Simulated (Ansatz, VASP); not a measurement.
# CdTe6 in VASP and in Ansatz

```
Cd Te
1.0
     9.74371    0.00000    0.00000
    -4.87186    8.43830    0.00000
     0.00000    0.00000    3.20651
Cd Te
1 6
Cartesian
  0.0000 0.0000 1.6033
  6.2487 0.0000 0.0000
  -3.1243 5.4115 0.0000
  1.7475 3.0268 0.0000
  3.4950 0.0000 0.0000
  -1.7475 3.0268 0.0000
  3.1243 5.4115 0.0000
```

Alike in both runs: task relaxation of cell and atoms; functional PBE; k mesh 6 × 6 × 10; occupations gaussian, width 0.1 eV; no spin polarisation.

```csv
,VASP,Ansatz
version,VASP 6.6.1,Ansatz 0.2.0
potentials or method,"VASP PAW PBE potentials, release 64 (Cd, Te), cutoff 600 eV","scalar-relativistic, plane waves, PAW"
valence electrons in the cell,48,116
```

Ansatz gave:

* gap on the k mesh at the Fermi level, each at its own relaxed structure (eV): none
* relaxed volume (Å³/atom): 37.74
* relaxed length of the cell vector where the two differ most in proportion (Å): 3.040

Task: Which values does VASP return?

Result: gap on the k mesh at the Fermi level, each at its own relaxed structure (eV): none; relaxed volume (Å³/atom): 37.73; relaxed length of the cell vector where the two differ most in proportion (Å): 3.039.

A gap of «none» marks a metal or a gap that the smearing closes. VASP's potentials hold 48 valence electrons a cell and Ansatz's 116, so a difference there can come from the potentials and not from the codes.

Neither program's run includes spin-orbit coupling. Noted on VASP's run: too few bands were computed for a metal, which touches its energy and stress.
